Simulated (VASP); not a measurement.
# SiO2 (Fd-3m) in VASP: single point with PBE

Aim: the single point of SiO2 with PBE.

Program: VASP 6.6.1. These are calculated values, not measurements. Logs are shortened: lines on timing, memory, paths and dates and some standing lists are left out, and cuts for length are marked.

## 1. The cell of the first run

The structure is cubic, space group Fd-3m (No. 227). Conventional cell: a = 7.461 Å, b = 7.461 Å, c = 7.461 Å, α = 90.00°, β = 90.00°, γ = 90.00°. Si (site symmetry -43m) has 4 O at 1.62 Å within 2.1 Å. O (site symmetry -3m) has 2 Si at 1.62 Å within 2.1 Å.

## 2. Single point, PBE

Contents of INCAR:

```
ALGO = Normal ; EDIFF = 1E-6
ENCUT = 520 ; GGA = PE
ISIF = 2 ; ISMEAR = 0
LASPH = T ; LCHARG = F
LREAL = Auto ; LWAVE = F
NBANDS = 82 ; NELM = 80
PREC = Accurate ; SIGMA = 0.01
```

Contents of KPOINTS:

```
Automatic mesh
0
Gamma
  2 2 2
  0.5 0.5 0.5
```

Contents of POSCAR:

```
SiO2
1.0
    0.0000000000     -7.4607116285      0.0000000000
   -7.4607116285      0.0000000000      0.0000000000
    0.0000000000      0.0000000000     -7.4607116285
Si O
8 16
Direct
    0.2500000000      0.7500000000      0.2500000000
    0.7500000000      0.2500000000      0.2500000000
    0.2500000000      0.2500000000      0.7500000000
    0.7500000000      0.7500000000      0.7500000000
    0.5000000000      0.5000000000      0.0000000000
    1.0000000000      1.0000000000      1.0000000000
    0.5000000000      0.0000000000      0.5000000000
    1.0000000000      0.5000000000      0.5000000000
    0.1250000000      0.6250000000      0.3750000000
    0.6250000000      0.1250000000      0.3750000000
    0.1250000000      0.1250000000      0.8750000000
    0.6250000000      0.6250000000      0.8750000000
    0.3750000000      0.6250000000      0.1250000000
    0.8750000000      0.1250000000      0.1250000000
    0.3750000000      0.1250000000      0.6250000000
    0.8750000000      0.6250000000      0.6250000000
    0.3750000000      0.8750000000      0.3750000000
    0.8750000000      0.3750000000      0.3750000000
    0.3750000000      0.3750000000      0.8750000000
    0.8750000000      0.8750000000      0.8750000000
    0.1250000000      0.8750000000      0.1250000000
    0.6250000000      0.3750000000      0.1250000000
    0.1250000000      0.3750000000      0.6250000000
    0.6250000000      0.8750000000      0.6250000000
```

Potentials or basis: VASP PAW PBE potentials, release 64 (Si, O).

The run is started by

```console
$ cat potpaw_PBE.64/Si/POTCAR potpaw_PBE.64/O/POTCAR > POTCAR
$ mpirun -np 1 vasp_std > vasp.out
```

OUTCAR:

```text
EDIFF = 1E-6
   ENCUT = 520
   GGA = PE
   ISIF = 2
   ISMEAR = 0
   LASPH = T
   LREAL = Auto
   NELM = 80
   PREC = Accurate

 ion  position               nearest neighbor table
   1  0.250  0.750  0.250-   9 1.62  13 1.62  17 1.62  21 1.62
   2  0.750  0.250  0.250-  10 1.62  14 1.62  18 1.62  22 1.62
   3  0.250  0.250  0.750-  11 1.62  15 1.62  19 1.62  23 1.62
   4  0.750  0.750  0.750-  12 1.62  16 1.62  20 1.62  24 1.62
   5  0.500  0.500  0.000-  12 1.62  13 1.62  19 1.62  22 1.62
   6  0.000  0.000  0.000-  11 1.62  14 1.62  20 1.62  21 1.62
   7  0.500  0.000  0.500-  10 1.62  15 1.62  17 1.62  24 1.62
   8  0.000  0.500  0.500-   9 1.62  16 1.62  18 1.62  23 1.62
   9  0.125  0.625  0.375-   1 1.62   8 1.62
  10  0.625  0.125  0.375-   2 1.62   7 1.62
  11  0.125  0.125  0.875-   3 1.62   6 1.62
  12  0.625  0.625  0.875-   4 1.62   5 1.62
  13  0.375  0.625  0.125-   1 1.62   5 1.62
  14  0.875  0.125  0.125-   2 1.62   6 1.62
[... 8 lines left out ...]
  23  0.125  0.375  0.625-   3 1.62   8 1.62
  24  0.625  0.875  0.625-   4 1.62   7 1.62

  LATTYP: Found a simple cubic cell.
 ALAT       =     7.4607116285

  Lattice vectors:

 A1 = (   0.0000000000,  -7.4607116285,   0.0000000000)
 A2 = (  -7.4607116285,   0.0000000000,   0.0000000000)
 A3 = (   0.0000000000,   0.0000000000,  -7.4607116285)

Analysis of symmetry for initial positions (statically):
=====================================================================
 Subroutine PRICEL returns following result:

  LATTYP: Found a face centered cubic cell.
 ALAT       =     7.4607116285

  Lattice vectors:

 A1 = (   3.7303558143,  -3.7303558143,   0.0000000000)
 A2 = (   0.0000000000,  -3.7303558143,  -3.7303558142)
 A3 = (   3.7303558143,   0.0000000000,  -3.7303558143)

   4 primitive cells build up your supercell.

 Routine SETGRP: Setting up the symmetry group for a
 simple cubic supercell.

 Subroutine GETGRP returns: Found 48 space group operations
 (whereof 24 operations were pure point group operations)
 out of a pool of 48 trial point group operations.

The static configuration has the point symmetry T_d .
 The point group associated with its full space group is O_h .

Analysis of symmetry for dynamics (positions and initial velocities):
=====================================================================
 Subroutine PRICEL returns following result:

  LATTYP: Found a face centered cubic cell.
 ALAT       =     7.4607116285

  Lattice vectors:

 A1 = (   3.7303558143,  -3.7303558143,   0.0000000000)
 A2 = (   0.0000000000,  -3.7303558143,  -3.7303558142)
 A3 = (   3.7303558143,   0.0000000000,  -3.7303558143)

   4 primitive cells build up your supercell.

 Routine SETGRP: Setting up the symmetry group for a
 simple cubic supercell.

 Subroutine GETGRP returns: Found 48 space group operations
 (whereof 24 operations were pure point group operations)
 out of a pool of 48 trial point group operations.

The dynamic configuration has the point symmetry T_d .
 The point group associated with its full space group is O_h .

 Subroutine INISYM returns: Found 48 space group operations
 (whereof 24 operations are pure point group operations),
 and found     4 'primitive' translations

----------------------------------------------------------------------------------------

                                     Primitive cell

  volume of cell :     103.8199

  direct lattice vectors                    reciprocal lattice vectors
     3.730355814 -3.730355814  0.000000000     0.134035471 -0.134035471  0.134035471
     0.000000000 -3.730355814 -3.730355814    -0.134035471 -0.134035471 -0.134035471
     3.730355814  0.000000000 -3.730355814     0.134035471  0.134035471 -0.134035471

  length of vectors
     5.275519785  5.275519785  5.275519785     0.232156246  0.232156246  0.232156246

  position of ions in fractional coordinates (direct lattice)
     0.250000000  0.250000000  0.250000000
     1.000000000  0.000000000  0.000000000
     0.125000000  0.125000000  0.625000000
     0.625000000  0.125000000  0.125000000
     0.125000000  0.625000000  0.125000000
     0.125000000  0.125000000  0.125000000

  ion indices of the primitive-cell ions
   primitive index   ion index
                 1           1
                 2           5
                 3           9
                 4          13
                 5          17
                 6          21

----------------------------------------------------------------------------------------

 KPOINTS: Automatic mesh

Automatic generation of k-mesh.
 Grid dimensions read from file:
 generate k-points for:    2    2    2

 Generating k-lattice:

  Cartesian coordinates                     Fractional coordinates (reciprocal lattice)
     0.000000000 -0.067017736  0.000000000     0.500000000  0.000000000  0.000000000
    -0.067017736  0.000000000  0.000000000     0.000000000  0.500000000  0.000000000
     0.000000000  0.000000000 -0.067017736     0.000000000  0.000000000  0.500000000

  Length of vectors
     0.067017736  0.067017736  0.067017736

  Shift w.r.t. Gamma in fractional coordinates (k-lattice)
     0.500000000  0.500000000  0.500000000

 Subroutine IBZKPT returns following result:
 ===========================================

 Found      1 irreducible k-points:

 Following reciprocal coordinates:
            Coordinates               Weight
  0.250000  0.250000  0.250000      8.000000
   k-points           NKPTS =      1   k-points in BZ     NKDIM =      1   number of bands    NBANDS=     82
   number of dos      NEDOS =    301   number of ions     NIONS =     24
   total plane-waves  NPLWV = 175616
   dimension x,y,z NGX =    56 NGY =   56 NGZ =   56
   dimension x,y,z NGXF=   112 NGYF=  112 NGZF=  112
   ions per type =               8  16
   NGX,Y,Z   is equivalent  to a cutoff of  12.48, 12.48, 12.48 a.u.
   NGXF,Y,Z  is equivalent  to a cutoff of  24.96, 24.96, 24.96 a.u.
 SYSTEM =  unknown system
   PREC   = accura    normal or accurate (medium, high low for compatibility)
   ISTART =      0    job   : 0-new  1-cont  2-samecut
   ICHARG =      2    charge: 1-file 2-atom 10-const
   ISPIN  =      1    spin polarized calculation?
   LNONCOLLINEAR =      F non collinear calculations
   LSORBIT =      F    spin-orbit coupling
   LASPH  =      T    aspherical Exc in radial PAW
   ENCUT  =  520.0 eV  38.22 Ry    6.18 a.u.  13.87 13.87 13.87*2*pi/ulx,y,z
   NELM   =     80;   NELMIN=  2; NELMDL= -5     # of ELM steps
   EDIFF  = 0.1E-05   stopping-criterion for ELM
   LREAL  =      T    real-space projection
   EDIFFG = 0.1E-04   stopping-criterion for IOM
   NSW    =      0    number of steps for IOM
   IBRION =     -1    ionic relax: 0-MD 1-quasi-New 2-CG
   NFREE  =      0    steps in history (QN), initial steepest desc. (CG)
   ISIF   =      2    stress and relaxation
   ISYM   =      2    0-nonsym 1-usesym 2-fastsym
   POTIM  = 0.5000    time-step for ionic-motion
   TEBEG  =    0.0;   TEEND  =   0.0 temperature during run
   PSTRESS=    0.0 pullay stress
   NELECT =     128.0000    total number of electrons
   NUPDOWN=      -1.0000    fix difference up-down
   EMIN   =  10.00;   EMAX   =-10.00  energy-range for DOS
   EFERMI =   0.00;   METHOD = LEGACY
   ISMEAR =     0;   SIGMA  =   0.01  broadening in eV -4-tet -1-fermi 0-gaus
   EFERMI_NEDOS =   21; number of points for ismear=-14 and -15
   IALGO  =     38    algorithm
   IMIX   =      4    mixing-type and parameters
     AMIX     =   0.40;   BMIX     =  1.00
     AMIX_MAG =   1.60;   BMIX_MAG =  1.00
  volume/ion in A,a.u.               =      17.30       116.77
  Fermi-wavevector in a.u.,A,eV,Ry     =   1.105854  2.089762 16.638751  1.222914
  Thomas-Fermi vector in A             =   2.242347
   LORBIT       =      0    0 simple, 1 ext, 2 COOP (PROOUT), +10 PAW based schemes
   GGA     = PE    functional components
   LHFCALC =     F    Hartree Fock is set to
   AEXX    =    0.0000 exact exchange contribution
   IVDW    =     0    specifies the selected vdW correction
   LEPSILON=     F    determine dielectric tensor
   LRPA    =     F    only Hartree local field effects (RPA)
 non-spin polarized calculation
 Gauss-broadening in eV      SIGMA  =   0.01
  energy-cutoff  :      520.00
  volume of cell :      415.28
 maximum number of plane-waves:     11188
 NGX is ok and might be reduce to    56
   NGX = 27   NGY = 27   NGZ = 27

 number of electron     127.9999898 magnetization

 Free energy of the ion-electron system (eV)
  ---------------------------------------------------
  ext. energy  EPLUGINS =         0.00000000
  ---------------------------------------------------
  free energy    TOTEN  =      -189.68915721 eV

  energy without entropy =     -189.68915721  energy(sigma->0) =     -189.68915721

 E-fermi :  -0.9287     XC(G=0):  -7.4132

 val. band max:       -0.9894431384   @ k =   0.2500   0.2500   0.2500
 cond. band min:       5.1436827923   @ k =   0.2500   0.2500   0.2500
 fundamental gap:      6.1331259307
 Fermi energy:        -0.9287213924

 k-point     1 :       0.2500    0.2500    0.2500
  band No.  band energies     occupation
      1     -20.1639      2.00000
      2     -19.8056      2.00000
      3     -19.8056      2.00000
      4     -19.8056      2.00000
      5     -19.1376      2.00000
      6     -19.1376      2.00000
[... 68 lines left out ...]
     75       7.8793      0.00000
     76       8.2570      0.00000
 [bands above 76 left out]

------------------------ aborting loop because EDIFF is reached ----------------------------------------

  FORCE on cell =-STRESS in cart. coord.  units (eV):
  Direction    XX          YY          ZZ          XY          YZ          ZX
  --------------------------------------------------------------------------------------
  -------------------------------------------------------------------------------------
  Total        0.2687058      0.2687058      0.2687058     -0.0000000      0.0000000     -0.0000000
  in kB        1.0366852      1.0366852      1.0366852     -0.0000000      0.0000000     -0.0000000
  external PRESSURE =       1.0366852 kB  Pullay stress =       0.0000000 kB

 VOLUME and BASIS-vectors are now :
 -----------------------------------------------------------------------------
  energy-cutoff  :      520.00
  volume of cell :      415.28
      direct lattice vectors                 reciprocal lattice vectors
     0.000000000 -7.460711629  0.000000000     0.000000000 -0.134035471  0.000000000
    -7.460711629  0.000000000  0.000000000    -0.134035471  0.000000000  0.000000000
     0.000000000  0.000000000 -7.460711629     0.000000000  0.000000000 -0.134035471

 POSITION                                       TOTAL-FORCE (eV/Angst)
 -----------------------------------------------------------------------------------
     -5.59553     -1.86518     -1.86518         0.000000      0.000000      0.000000
     -1.86518     -5.59553     -1.86518         0.000000      0.000000      0.000000
     -1.86518     -1.86518     -5.59553         0.000000      0.000000      0.000000
     -5.59553     -5.59553     -5.59553         0.000000      0.000000      0.000000
     -3.73036     -3.73036      0.00000         0.000000     -0.000000      0.000000
      0.00000      0.00000      0.00000         0.000000     -0.000000      0.000000
[... 16 lines left out ...]
     -2.79777     -0.93259     -4.66294         0.000000      0.000000     -0.000000
     -6.52812     -4.66294     -4.66294         0.000000      0.000000     -0.000000
 -----------------------------------------------------------------------------------
    total drift:                                0.000000     -0.000000     -0.000000

  FREE ENERGIE OF THE ION-ELECTRON SYSTEM (eV)
  ---------------------------------------------------
  free  energy   TOTEN  =      -189.6891572052 eV

  energy  without entropy=     -189.6891572052  energy(sigma->0) =     -189.68915721
```

Wall time 2.1 min (1 thread of AMD EPYC 7R13, shared host); peak memory 0.41 GiB.

Results:

| Property | Result |
| --- | --- |
| Free energy | -189.6892 eV |
| Pressure | 0.1 GPa |
| Band gap on the k mesh | 6.13 eV |

Levels at points of the mesh, in eV from the valence-band top:
| k point | band 61 | band 62 | band 63 | band 64 | band 65 | band 66 | band 67 | band 68 |
| --- | --- | --- | --- | --- | --- | --- | --- | --- |
| (0.25, 0.25, 0.25) | -0.34 | -0.34 | -0.34 | 0.00 | 6.13 | 7.70 | 7.70 | 7.70 |

A k mesh can miss the band edges. PBE gaps usually lie below the measured ones, often by a third to a half.
